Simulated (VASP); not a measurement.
GaN (rocksalt type), 2 atoms in the cell. It takes space group Fm-3m (No. 225, cubic). Conventional cell: a = 3.455 Å, b = 3.455 Å, c = 3.455 Å, α = 90.00°, β = 90.00°, γ = 90.00°. Within 2.3 Å of Ga (site symmetry m-3m) lie 6 N at 1.73 Å. Within 2.3 Å of N (site symmetry m-3m) lie 6 Ga at 1.73 Å. 

- Program: VASP 6.6.1
- Task: single point
- Functional: r2SCAN
- Potentials or basis: VASP PAW PBE potentials, release 64 (Ga_d, N)
- Cutoff: 520 eV
- k mesh: 15 × 15 × 15
- Occupations: fermi-dirac, width 0.1 eV
- Spin: no spin polarisation
- Dipole correction: no
- Further INCAR settings: ALGO = Normal; EDIFF = 1e-06; NBANDS = 16

Potentials or basis: VASP PAW PBE potentials, release 64 (Ga_d, N).

Run with:

```console
$ cat potpaw_PBE.64/Ga_d/POTCAR potpaw_PBE.64/N/POTCAR > POTCAR
$ cp INCAR.step1 INCAR
$ mpirun -np 1 vasp_std > vasp.out
$ cp INCAR.step2 INCAR
$ mpirun -np 1 vasp_std > vasp.out
```

Hardware: 1 thread of Intel Xeon 8259CL, on a shared host.

Q: Estimate the wall time of this run.

A: It took 2.3 min on 1 thread of Intel Xeon 8259CL, with other jobs on the host, peak memory 0.14 GiB. Counts: k points 120.
